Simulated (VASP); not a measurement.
Set up this calculation in VASP 6.6.1, as the native input.

* Task: single point
* Functional: PBE
* Potentials or basis: VASP PAW PBE potentials, release 64 (Ga_d, P)
* Cutoff: 520 eV
* k mesh: 4 × 4 × 4
* Occupations: gaussian, width 0.01 eV
* Spin: no spin polarisation
* Dipole correction: no
* Further INCAR settings: ALGO = Normal; EDIFF = 1e-06; NBANDS = 16

The structure of GaP lies in POSCAR:

```
GaP
1.0
    0.0000000000      2.7253992947      2.7253992947
    2.6163833229      0.0000000000      2.7253992947
    2.6163833229      2.7253992947      0.0000000000
Ga P
1 1
Direct
    0.0000000000      0.0000000000      0.0000000000
    0.2500000000      0.2500000000      0.2500000000
```

This cell differs from its parent crystal: uniaxial x strain -4.0%.

The input as run:

INCAR

```
PREC     = Accurate       # precision mode
ENCUT    = 520            # plane-wave cutoff, eV
EDIFF    = 1E-6           # SCF threshold, eV
ISMEAR   = 0              # smearing method
SIGMA    = 0.01           # smearing width, eV
LREAL    = False          # projectors in reciprocal space
LASPH    = True           # aspherical terms in the spheres
NELM     = 100            # most SCF steps
ALGO     = Normal         # electronic algorithm
ISIF     = 2              # what is computed and relaxed
LWAVE    = False          # write WAVECAR
LCHARG   = True           # write CHGCAR
GGA      = PE             # functional
LELF     = True           # ELF
LVHAR    = True         
NBANDS   = 16             # bands
```

KPOINTS

```
regular mesh
0
Gamma
  4 4 4
```

Potentials or basis: VASP PAW PBE potentials, release 64 (Ga_d, P).

Launch:

```bash
$ cat potpaw_PBE.64/Ga_d/POTCAR potpaw_PBE.64/P/POTCAR > POTCAR
$ mpirun -np 1 vasp_std > vasp.out
```

Results of the run:

- Pressure: 6.8 GPa
- Band gap on the k mesh: 1.20 eV, indirect (least direct gap 2.00 eV)

Caveat: the k points lie up to 0.51 Å⁻¹ apart; the cell differs from its parent crystal (uniaxial x strain -4.0%).

Run time: 11 s on 1 thread of Intel(R) Xeon(R) Platinum 8488C (Sapphire Rapids) (shared host), peak memory 0.16 GiB.
